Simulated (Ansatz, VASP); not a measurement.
## One calculation of TaN, two programs

The input INCAR:

```
PREC = Accurate
ENCUT = 520
EDIFF = 1E-6
ISMEAR = 0
SIGMA = 0.15
LREAL = F
LASPH = T
NELM = 100
ALGO = Normal
ISIF = 2
LWAVE = F
LCHARG = T
GGA = PE
LELF = T
LVHAR = T
NBANDS = 15
```

KPOINTS

```
regular mesh
0
Gamma
  20 20 20
```

Contents of POSCAR:

```
TaN
1.0
   -0.2636999538      2.1134029948      2.1134029948
    2.1134029948     -0.2636999538      2.1134029948
    2.1134029948      2.1134029948     -0.2636999538
Ta N
1 1
Direct
    0.5000000000      0.5000000000      0.5000000000
    0.0000000000      0.0000000000      0.0000000000
```

Input for Ansatz:

```yaml
crystal:
  lattice:
    - [-0.2636999538, 2.1134029948, 2.1134029948]
    - [2.1134029948, -0.2636999538, 2.1134029948]
    - [2.1134029948, 2.1134029948, -0.2636999538]
  atoms:
    - { symbol: Ta, position: [0.5, 0.5, 0.5] }
    - { symbol: "N", position: [0.0, 0.0, 0.0] }
basis:
  ecutwfc: 520.0
kpoints:
  mp_grid: { grid: [20, 20, 20] }
hamiltonian:
  xc: pbe
  pseudopotentials: { kind: paw, azcp: { folder: soft_1 } }
scf:
  occupations: { method: gaussian, width: 0.15 }
output:
  forces: true
  stress: true
  eigenvalues: true
```

Alike in both runs: task single point; functional PBE; k mesh 20 × 20 × 20; occupations gaussian, width 0.15 eV; no spin polarisation.

```csv
,VASP,Ansatz
version,VASP 6.6.1,Ansatz 0.2.0
potentials or method,"VASP PAW PBE potentials, release 64 (Ta_pv, N), cutoff 520 eV","scalar-relativistic, plane waves, PAW"
valence electrons in the cell,16,18
```

```csv
,VASP,Ansatz,Ansatz less VASP
gap on the k mesh at the Fermi level (eV),none,none,-
pressure (GPa),-9.9,-10.7,-0.83
"traceless stress, the component that is largest in VASP (GPa)",9.91,10.00,+0.097
```

A gap of «none» marks a metal or a gap that the smearing closes. The functional is the same, so the differences come from potentials, cutoffs and numerics. VASP's potentials hold 16 valence electrons a cell and Ansatz's 18, so a difference there can come from the potentials and not from the codes.

Spin-orbit coupling is off throughout.
